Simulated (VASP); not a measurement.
Runs of VASP 6.6.1 on ZrS. The structure is that of space group I4/mmm (No. 139), or close to it. The cells are those of the table. 

```csv
cell,gap on the mesh (eV),pressure (GPa)
"a = 3.698, b = 3.698, c = 3.568 Å, angles 61.2, 61.2, 57.7°, 2 atoms",none,2.3
"a = 3.595, b = 3.595, c = 3.781 Å, angles 58.3, 58.3, 63.5°, 2 atoms",none,5.8
"a = 3.633, b = 3.633, c = 3.696 Å, angles 59.4, 59.4, 61.2°, 2 atoms",none,(a)
"a = 3.722, b = 3.722, c = 3.526 Å, angles 61.7, 61.7, 56.5°, 2 atoms",none,(b)
"a = 3.613, b = 3.613, c = 3.739 Å, angles 58.8, 58.8, 62.3°, 2 atoms",none,2.5
```

Alike in all rows: task single point; level PBEsol; potentials or basis VASP PAW PBE potentials, release 64 (Zr_sv, S); no spin polarisation; k mesh 16 × 16 × 16; cutoff (eV) 520; smearing gaussian 0.15 eV.

Fill in the values left out.

(a) 0.7; (b) 4.8.

Caveats: the PAW data sets were made with another functional, which shifts forces and pressure a little; the stress differs along the axes, from -10 to 9 GPa (at least some runs); the stress differs along the axes, from -8 to 34 GPa (at least some runs); the stress differs along the axes, from -3 to 9 GPa (at least some runs); the stress differs along the axes, from -13 to 14 GPa (at least some runs); the stress differs along the axes, from -6 to 19 GPa (at least some runs).

A k mesh can miss the band edges, and the runs leave out spin-orbit coupling on Zr.

A gap of «none» marks levels without a gap at the run's occupations.
